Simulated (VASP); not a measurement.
# Si (Fd-3m) in VASP: notebook

The runs below take Si through single point, relaxation of cell and atoms, with PBE.

Program: VASP 6.6.1. These are calculated values, not measurements. Logs are shortened: lines on timing, memory, paths and dates and some standing lists are left out, and cuts for length are marked.

## Step 1: The cell of the first run

Symmetry: Fd-3m, No. 227, cubic system. Conventional cell: a = 5.470 Å, b = 5.470 Å, c = 5.470 Å, α = 90.00°, β = 90.00°, γ = 90.00°. Si (site symmetry -43m) has 4 Si at 2.37 Å within 3.1 Å.

## Step 2: Single point, PBE

File INCAR:

```
SYSTEM = Si
ALGO = Normal
EDIFF = 1E-6
ENCUT = 500
GGA = PE
GGA_COMPAT = .False.
ISIF = 2
ISMEAR = 0
LASPH = .True.
LCHARG = .False.
LREAL = .False.
LWAVE = .False.
NBANDS = 11
NELM = 120
PREC = Accurate
SIGMA = 0.02
```

File KPOINTS:

```
k-points
0
Gamma
  8 8 8
  0 0 0
```

File POSCAR:

```
Si
1.0
    0.0000000000      2.7348037293      2.7348037293
    2.7348037293      0.0000000000      2.7348037293
    2.7348037293      2.7348037293      0.0000000000
Si
2
Direct
    0.7500000000      0.7500000000      0.7500000000
    0.5000000000      0.5000000000      0.5000000000
```

Potentials or basis: VASP PAW PBE potentials, release 64 (Si).

Command:

```bash
> cat potpaw_PBE.64/Si/POTCAR > POTCAR
> mpirun -np 1 vasp_std > vasp.out
```

OUTCAR:

```text
SYSTEM = Si
   EDIFF = 1E-6
   ENCUT = 500
   GGA = PE
   ISIF = 2
   ISMEAR = 0
   LASPH = .True.
   LREAL = .False.
   NELM = 120
   PREC = Accurate

 ion  position               nearest neighbor table
   1  0.750  0.750  0.750-   2 2.37   2 2.37   2 2.37   2 2.37
   2  0.500  0.500  0.500-   1 2.37   1 2.37   1 2.37   1 2.37

  LATTYP: Found a face centered cubic cell.
 ALAT       =     5.4696074586

  Lattice vectors:

 A1 = (   0.0000000000,   2.7348037293,   2.7348037293)
 A2 = (   2.7348037293,   0.0000000000,   2.7348037293)
 A3 = (   2.7348037293,   2.7348037293,   0.0000000000)

Analysis of symmetry for initial positions (statically):
=====================================================================
 Subroutine PRICEL returns:
 Original cell was already a primitive cell.

 Routine SETGRP: Setting up the symmetry group for a
 face centered cubic supercell.

 Subroutine GETGRP returns: Found 48 space group operations
 (whereof 24 operations were pure point group operations)
 out of a pool of 48 trial point group operations.

The static configuration has the point symmetry T_d .
 The point group associated with its full space group is O_h .

Analysis of symmetry for dynamics (positions and initial velocities):
=====================================================================
 Subroutine PRICEL returns:
 Original cell was already a primitive cell.

 Routine SETGRP: Setting up the symmetry group for a
 face centered cubic supercell.

 Subroutine GETGRP returns: Found 48 space group operations
 (whereof 24 operations were pure point group operations)
 out of a pool of 48 trial point group operations.

The dynamic configuration has the point symmetry T_d .
 The point group associated with its full space group is O_h .

 Subroutine INISYM returns: Found 48 space group operations
 (whereof 24 operations are pure point group operations),
 and found     1 'primitive' translations

----------------------------------------------------------------------------------------

                                     Primitive cell

  volume of cell :      40.9080

  direct lattice vectors                    reciprocal lattice vectors
     0.000000000  2.734803729  2.734803729    -0.182828477  0.182828477  0.182828477
     2.734803729  0.000000000  2.734803729     0.182828477 -0.182828477  0.182828477
     2.734803729  2.734803729  0.000000000     0.182828477  0.182828477 -0.182828477

  length of vectors
     3.867596524  3.867596524  3.867596524     0.316668211  0.316668211  0.316668211

  position of ions in fractional coordinates (direct lattice)
     0.750000000  0.750000000  0.750000000
     0.500000000  0.500000000  0.500000000

  ion indices of the primitive-cell ions
   primitive index   ion index
                 1           1
                 2           2

----------------------------------------------------------------------------------------

 KPOINTS: k-points

Automatic generation of k-mesh.
 Grid dimensions read from file:
 generate k-points for:    8    8    8

 Generating k-lattice:

  Cartesian coordinates                     Fractional coordinates (reciprocal lattice)
    -0.022853560  0.022853560  0.022853560     0.125000000  0.000000000  0.000000000
     0.022853560 -0.022853560  0.022853560     0.000000000  0.125000000  0.000000000
     0.022853560  0.022853560 -0.022853560     0.000000000  0.000000000  0.125000000

  Length of vectors
     0.039583526  0.039583526  0.039583526

  Shift w.r.t. Gamma in fractional coordinates (k-lattice)
     0.000000000  0.000000000  0.000000000

 Subroutine IBZKPT returns following result:
 ===========================================

 Found     29 irreducible k-points:

 Following reciprocal coordinates:
            Coordinates               Weight
  0.000000  0.000000  0.000000      1.000000
  0.125000  0.000000  0.000000      8.000000
  0.250000  0.000000  0.000000      8.000000
  0.375000  0.000000  0.000000      8.000000
  0.500000  0.000000  0.000000      4.000000
  0.125000  0.125000  0.000000      6.000000
[... 16 lines left out ...]
  0.500000  0.250000  0.125000     48.000000
 -0.375000  0.250000  0.125000     24.000000
 [... further k-points ...]
   k-points           NKPTS =     29   k-points in BZ     NKDIM =     29   number of bands    NBANDS=     11
   number of dos      NEDOS =    301   number of ions     NIONS =      2
   total plane-waves  NPLWV =  21952
   dimension x,y,z NGX =    28 NGY =   28 NGZ =   28
   dimension x,y,z NGXF=    56 NGYF=   56 NGZF=   56
   ions per type =               2
   NGX,Y,Z   is equivalent  to a cutoff of  12.04, 12.04, 12.04 a.u.
   NGXF,Y,Z  is equivalent  to a cutoff of  24.07, 24.07, 24.07 a.u.
 SYSTEM =  Si
   PREC   = accura    normal or accurate (medium, high low for compatibility)
   ISTART =      0    job   : 0-new  1-cont  2-samecut
   ICHARG =      2    charge: 1-file 2-atom 10-const
   ISPIN  =      1    spin polarized calculation?
   LNONCOLLINEAR =      F non collinear calculations
   LSORBIT =      F    spin-orbit coupling
   LASPH  =      T    aspherical Exc in radial PAW
   ENCUT  =  500.0 eV  36.75 Ry    6.06 a.u.   7.05  7.05  7.05*2*pi/ulx,y,z
   NELM   =    120;   NELMIN=  2; NELMDL= -5     # of ELM steps
   EDIFF  = 0.1E-05   stopping-criterion for ELM
   LREAL  =      F    real-space projection
   EDIFFG = 0.1E-04   stopping-criterion for IOM
   NSW    =      0    number of steps for IOM
   IBRION =     -1    ionic relax: 0-MD 1-quasi-New 2-CG
   NFREE  =      0    steps in history (QN), initial steepest desc. (CG)
   ISIF   =      2    stress and relaxation
   ISYM   =      2    0-nonsym 1-usesym 2-fastsym
   POTIM  = 0.5000    time-step for ionic-motion
   TEBEG  =    0.0;   TEEND  =   0.0 temperature during run
   PSTRESS=    0.0 pullay stress
   NELECT =       8.0000    total number of electrons
   NUPDOWN=      -1.0000    fix difference up-down
   EMIN   =  10.00;   EMAX   =-10.00  energy-range for DOS
   EFERMI =   0.00;   METHOD = LEGACY
   ISMEAR =     0;   SIGMA  =   0.02  broadening in eV -4-tet -1-fermi 0-gaus
   EFERMI_NEDOS =   21; number of points for ismear=-14 and -15
   IALGO  =     38    algorithm
   IMIX   =      4    mixing-type and parameters
     AMIX     =   0.40;   BMIX     =  1.00
     AMIX_MAG =   1.60;   BMIX_MAG =  1.00
  volume/ion in A,a.u.               =      20.45       138.03
  Fermi-wavevector in a.u.,A,eV,Ry     =   0.950244  1.795702 12.285577  0.902964
  Thomas-Fermi vector in A             =   2.078603
   LORBIT       =      0    0 simple, 1 ext, 2 COOP (PROOUT), +10 PAW based schemes
   GGA     = PE    functional components
   LHFCALC =     F    Hartree Fock is set to
   AEXX    =    0.0000 exact exchange contribution
   IVDW    =     0    specifies the selected vdW correction
   LEPSILON=     F    determine dielectric tensor
   LRPA    =     F    only Hartree local field effects (RPA)
 non-spin polarized calculation
 Gauss-broadening in eV      SIGMA  =   0.02
  energy-cutoff  :      500.00
  volume of cell :       40.91
 maximum number of plane-waves:      1056
   NGX = 15   NGY = 15   NGZ = 15

 number of electron       8.0000000 magnetization

 Free energy of the ion-electron system (eV)
  ---------------------------------------------------
  ext. energy  EPLUGINS =         0.00000000
  ---------------------------------------------------
  free energy    TOTEN  =       -10.84606717 eV

  energy without entropy =      -10.84606717  energy(sigma->0) =      -10.84606717

 E-fermi :   5.7128     XC(G=0):  -9.3247

 val. band max:        5.6125457052   @ k =   0.0000   0.0000   0.0000
 cond. band min:       6.2632909959   @ k =   0.3750   0.3750   0.0000
 fundamental gap:      0.6507452906
 Fermi energy:         5.7128045326

 k-point     1 :       0.0000    0.0000    0.0000
  band No.  band energies     occupation
      1      -6.1991      2.00000
      2       5.6125      2.00000
      3       5.6125      2.00000
      4       5.6125      2.00000
      5       8.1688      0.00000
      6       8.1688      0.00000
      7       8.1688      0.00000
      8       8.7410      0.00000
      9      13.3209      0.00000
     10      13.3209      0.00000
     11      13.4877      0.00000

 k-point     2 :       0.1250    0.0000    0.0000
  band No.  band energies     occupation
      1      -5.9987      2.00000
      2       4.0219      2.00000
      3       5.3303      2.00000
      4       5.3303      2.00000
      5       8.0540      0.00000
      6       8.5841      0.00000
      7       8.5841      0.00000
      8      10.1412      0.00000
      9      12.8482      0.00000
     10      12.8482      0.00000
     11      14.2633      0.00000

 k-point     3 :       0.2500    0.0000    0.0000
  band No.  band energies     occupation
      1      -5.4145      2.00000
      2       1.7270      2.00000
      3       4.8678      2.00000
      4       4.8678      2.00000
      5       7.5701      0.00000
      6       9.1019      0.00000
      7       9.1019      0.00000
      8      12.3598      0.00000
      9      12.7991      0.00000
     10      12.7991      0.00000
     11      14.5403      0.00000

 k-point     4 :       0.3750    0.0000    0.0000
  band No.  band energies     occupation
      1      -4.5404      2.00000
      2      -0.2566      2.00000
      3       4.5451      2.00000
      4       4.5451      2.00000
      5       7.2055      0.00000
      6       9.0652      0.00000
      7       9.0652      0.00000
      8      13.4486      0.00000
      9      14.1504      0.00000
     10      14.1504      0.00000
     11      15.1206      0.00000
[... 239 lines left out ...]
 k-point    22 :       0.3750    0.2500    0.1250
  band No.  band energies     occupation
      1      -4.8948      2.00000
      2       1.3448      2.00000
      3       2.9616      2.00000
      4       4.2129      2.00000
      5       8.0554      0.00000
      6       9.4379      0.00000
      7       9.8154      0.00000
      8      11.0520      0.00000
      9      13.3238      0.00000
     10      15.7149      0.00000
     11      16.5744      0.00000

 k-point    23 :       0.5000    0.2500    0.1250
  band No.  band energies     occupation
      1      -4.0257      2.00000
      2      -0.1742      2.00000
      3       2.3577      2.00000
      4       3.7258      2.00000
      5       8.4764      0.00000
      6       9.1417      0.00000
      7      10.5893      0.00000
      8      11.4896      0.00000
      9      14.5415      0.00000
     10      15.2371      0.00000
     11      17.5129      0.00000

 k-point    24 :      -0.3750    0.2500    0.1250
  band No.  band energies     occupation
      1      -3.3918      2.00000
      2      -1.0932      2.00000
      3       2.2263      2.00000
      4       3.5029      2.00000
      5       8.6352      0.00000
      6       8.7589      0.00000
      7      11.4580      0.00000
      8      12.6775      0.00000
      9      12.9178      0.00000
     10      16.1188      0.00000
     11      17.1628      0.00000

 [... further k-points ...]
[... 5 lines left out ...]
  --------------------------------------------------------------------------------------
  -------------------------------------------------------------------------------------
  Total       -0.0105543     -0.0105543     -0.0105543      0.0000000      0.0000000     -0.0000000
  in kB       -0.4133638     -0.4133638     -0.4133638      0.0000000      0.0000000     -0.0000000
  external PRESSURE =      -0.4133638 kB  Pullay stress =       0.0000000 kB

 VOLUME and BASIS-vectors are now :
 -----------------------------------------------------------------------------
  energy-cutoff  :      500.00
  volume of cell :       40.91
      direct lattice vectors                 reciprocal lattice vectors
     0.000000000  2.734803729  2.734803729    -0.182828477  0.182828477  0.182828477
     2.734803729  0.000000000  2.734803729     0.182828477 -0.182828477  0.182828477
     2.734803729  2.734803729  0.000000000     0.182828477  0.182828477 -0.182828477

 POSITION                                       TOTAL-FORCE (eV/Angst)
 -----------------------------------------------------------------------------------
      4.10221      4.10221      4.10221         0.000000      0.000000      0.000000
      2.73480      2.73480      2.73480        -0.000000     -0.000000     -0.000000
 -----------------------------------------------------------------------------------
    total drift:                                0.000000      0.000000     -0.000000

  FREE ENERGIE OF THE ION-ELECTRON SYSTEM (eV)
  ---------------------------------------------------
  free  energy   TOTEN  =       -10.8460671685 eV

  energy  without entropy=      -10.8460671685  energy(sigma->0) =      -10.84606717
```

Run time: 9.9 s. Hardware: 1 thread of Intel Xeon Platinum 8259CL at 2.50GHz (Skylake/Cascade Lake), shared host; peak memory 0.14 GiB.

What came out:

| Property | Result |
| --- | --- |
| Free energy | -10.8461 eV |
| Pressure | 0.0 GPa |
| Band gap on the k mesh | 0.65 eV, indirect (least direct gap 2.56 eV) |

A k mesh can miss the band edges. PBE gaps usually lie below the measured ones, often by a third to a half.

## Step 3: Single point, PBE (volume scaled by 0.97)

File INCAR:

```
SYSTEM = Si
PREC = Accurate
ENCUT = 500
EDIFF = 1E-6
ISMEAR = 0
SIGMA = 0.02
LREAL = .FALSE.
LASPH = .TRUE.
NELM = 120
ALGO = Normal
ISIF = 2
LWAVE = .FALSE.
LCHARG = .FALSE.
GGA = PE
NBANDS = 11
GGA_COMPAT = .FALSE.
```

File KPOINTS:

```
regular mesh
0
G
  8 8 8
  0 0 0
```

File POSCAR:

```
Si
1.0
    0.0000000000      2.7071775604      2.7071775604
    2.7071775604      0.0000000000      2.7071775604
    2.7071775604      2.7071775604      0.0000000000
Si
2
Direct
    0.7500000000      0.7500000000      0.7500000000
    0.5000000000      0.5000000000      0.5000000000
```

Potentials or basis: VASP PAW PBE potentials, release 64 (Si).

Command:

```bash
> cat potpaw_PBE.64/Si/POTCAR > POTCAR
> mpirun -np 1 vasp_std > vasp.out
```

Run time: 8.9 s. Hardware: 1 thread of Intel Xeon Platinum 8259CL at 2.50GHz (Skylake/Cascade Lake), shared host; peak memory 0.15 GiB.

It converged, with:

```
Free energy            : -10.8356 eV
Pressure               : 2.8 GPa
Band gap on the k mesh : 0.60 eV, indirect (least direct gap 2.57 eV)
```

Levels at points of the mesh, in eV from the valence-band top:
| k point | band 1 | band 2 | band 3 | band 4 | band 5 | band 6 | band 7 | band 8 |
| --- | --- | --- | --- | --- | --- | --- | --- | --- |
| (0.00, 0.00, 0.00) | -12.02 | 0.00 | 0.00 | 0.00 | 2.57 | 2.57 | 2.57 | 3.48 |
| (0.50, 0.00, 0.00) | -9.67 | -7.01 | -1.20 | -1.20 | 1.57 | 3.34 | 3.34 | 7.74 |
| (0.50, 0.50, 0.00) | -7.84 | -7.84 | -2.87 | -2.87 | 0.69 | 0.69 | 10.19 | 10.19 |

## Step 4: Single point, PBE (volume scaled by 1.03)

File INCAR:

```
PREC     = Accurate       # precision mode
ENCUT    = 500            # plane-wave cutoff, eV
EDIFF    = 1E-6           # SCF threshold, eV
ISMEAR   = 0              # smearing method
SIGMA    = 0.02           # smearing width, eV
LREAL    = F              # projectors in reciprocal space
LASPH    = T              # aspherical terms in the spheres
NELM     = 120            # most SCF steps
ALGO     = Normal         # electronic algorithm
ISIF     = 2              # what is computed and relaxed
LWAVE    = F              # write WAVECAR
LCHARG   = F              # write CHGCAR
GGA      = PE             # functional
NBANDS   = 11             # bands
GGA_COMPAT= F
```

File KPOINTS:

```
Automatic mesh
0
Gamma
  8 8 8
```

File POSCAR:

```
Si
1.0
    0.0000000000      2.7618827550      2.7618827550
    2.7618827550      0.0000000000      2.7618827550
    2.7618827550      2.7618827550      0.0000000000
Si
2
Direct
    0.7500000000      0.7500000000      0.7500000000
    0.5000000000      0.5000000000      0.5000000000
```

Command:

```bash
> cat potpaw_PBE.64/Si/POTCAR > POTCAR
> mpirun -np 1 vasp_std > vasp.out
```

It took 9 s on 1 thread of Intel Xeon Platinum 8259CL at 2.50GHz (Skylake/Cascade Lake), shared host; peak memory 0.15 GiB.

It converged, with:

```yaml
Free_energy: -10.8361 eV
Pressure: -2.5 GPa
Band_gap_on_the_k_mesh: 0.70 eV, indirect (least direct gap 2.51 eV)
```

Levels at points of the mesh, in eV from the valence-band top:
```csv
k point,band 1,band 2,band 3,band 4,band 5,band 6,band 7,band 8
"(0.00, 0.00, 0.00)",-11.61,0.00,0.00,0.00,2.54,2.54,2.54,2.80
"(0.50, 0.00, 0.00)",-9.41,-6.73,-1.15,-1.15,1.36,3.36,3.36,7.66
"(0.50, 0.50, 0.00)",-7.65,-7.65,-2.72,-2.72,0.81,0.81,9.68,9.68
```

## Step 5: Single point, PBE (volume scaled by 1.06)

File INCAR:

```
PREC = Accurate
ENCUT = 500
EDIFF = 1E-6
ISMEAR = 0
SIGMA = 0.02
LREAL = False
LASPH = True
NELM = 120
ALGO = Normal
ISIF = 2
LWAVE = False
LCHARG = True
GGA = PE
LELF = True
LVHAR = True
NBANDS = 11
GGA_COMPAT = False
```

KPOINTS is that of step 4.

File POSCAR:

```
Si
1.0
    0.0000000000      2.7884409492      2.7884409492
    2.7884409492      0.0000000000      2.7884409492
    2.7884409492      2.7884409492      0.0000000000
Si
2
Direct
    0.7500000000      0.7500000000      0.7500000000
    0.5000000000      0.5000000000      0.5000000000
```

Command:

```bash
> cat potpaw_PBE.64/Si/POTCAR > POTCAR
> mpirun -np 1 vasp_std > vasp.out
```

Run time: 16 s. Hardware: 1 thread of Intel Xeon Platinum 8259CL at 2.50GHz (Skylake/Cascade Lake), shared host; peak memory 0.16 GiB.

The run converged. Its results:

- Free energy: -10.8087 eV
- Pressure: -4.6 GPa
- Band gap on the k mesh: 0.74 eV, indirect (least direct gap 2.39 eV)

Levels at points of the mesh, in eV from the valence-band top:
| k point | band 1 | band 2 | band 3 | band 4 | band 5 | band 6 | band 7 | band 8 | band 9 |
| --- | --- | --- | --- | --- | --- | --- | --- | --- | --- |
| (0.00, 0.00, 0.00) | -11.43 | 0.00 | 0.00 | 0.00 | 2.48 | 2.53 | 2.53 | 2.53 | 7.65 |
| (0.50, 0.00, 0.00) | -9.29 | -6.61 | -1.13 | -1.13 | 1.26 | 3.37 | 3.37 | 7.62 | 10.34 |
| (0.50, 0.50, 0.00) | -7.57 | -7.57 | -2.64 | -2.64 | 0.86 | 0.86 | 9.44 | 9.44 | 10.72 |

 A k mesh can miss the band edges.

(Continued in part 2 of 2.)
